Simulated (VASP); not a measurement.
A run of VASP 6.6.1 is set up as follows.

The input INCAR:

```
PREC = Accurate ; ENCUT = 520
EDIFF = 1E-6 ; ISMEAR = 0
SIGMA = 0.1 ; LREAL = False
LASPH = True ; NELM = 80
ALGO = Fast ; ISIF = 2
LWAVE = False ; LCHARG = True
GGA = PE ; LELF = True
LVHAR = True ; NBANDS = 31
```

Contents of KPOINTS:

```
Automatic mesh
0
Gamma
  10 10 6
```

File POSCAR:

```
GaSiP
1.0
    3.8360496066      0.0000000000      0.0000000000
    0.0000000000      3.8360496066      0.0000000000
    0.0000000000      0.0000000000      8.2872376029
Ga Si P
2 2 2
Direct
    0.5000000000      0.0000000000      0.1980809272
    0.0000000000      0.5000000000      0.8019190728
    0.5000000000      0.0000000000      0.4895296568
    0.0000000000      0.5000000000      0.5104703432
    0.0000000000      0.0000000000      0.0000000000
    0.5000000000      0.5000000000      0.0000000000
```

Potentials or basis: VASP PAW PBE potentials, release 64 (Ga_d, Si, P).

The run is started by

```sh
$ cat potpaw_PBE.64/Ga_d/POTCAR potpaw_PBE.64/Si/POTCAR potpaw_PBE.64/P/POTCAR > POTCAR
$ mpirun -np 1 vasp_std > vasp.out
```

(1) Predict the pressure.

(2) Predict the largest force.

## Answers

(1) 0.0 GPa.

(2) 0.012 eV/Å.
